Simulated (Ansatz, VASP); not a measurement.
## Two plane-wave programs on Ge

```xyz
4
Lattice="4.0241 0.0000 0.0000 -2.0120 3.4849 0.0000 0.0000 0.0000 6.6431" Properties=species:S:1:pos:R:3 pbc="T T T"
Ge    0.0000    2.3233    6.2252
Ge    2.0120    1.1616    2.9037
Ge    0.0000    2.3233    3.7394
Ge    2.0120    1.1616    0.4179
```

Alike in both runs: task single point; functional LDA; k mesh 8 × 8 × 4; occupations fermi-dirac, width 0.05 eV; no spin polarisation.

```csv
,VASP,Ansatz
version,VASP 6.6.1,Ansatz 0.2.0
potentials or method,"VASP PAW LDA potentials, release 64 (Ge_d)",Ansatz PAW
plane-wave cutoff (eV),520,420
valence electrons in the cell,56,56
```

```tsv
	VASP	Ansatz	Ansatz less VASP
gap on the k mesh at the Fermi level (eV)	0.11	0.10	-0.020
least direct gap on the mesh (eV)	0.19	0.18	-0.019
pressure (GPa)	-3.0	-3.1	-0.14
traceless stress, the component that is largest in VASP (GPa)	-0.20	-0.22	-0.015
rms of the force components (eV/Å)	0.005	0.007	+0.0019
```

LDA's correlation is that of Perdew and Zunger in VASP and of Perdew and Wang (1992) in Ansatz. Atom by atom the forces differ by 0.002 eV/Å (rms over components).
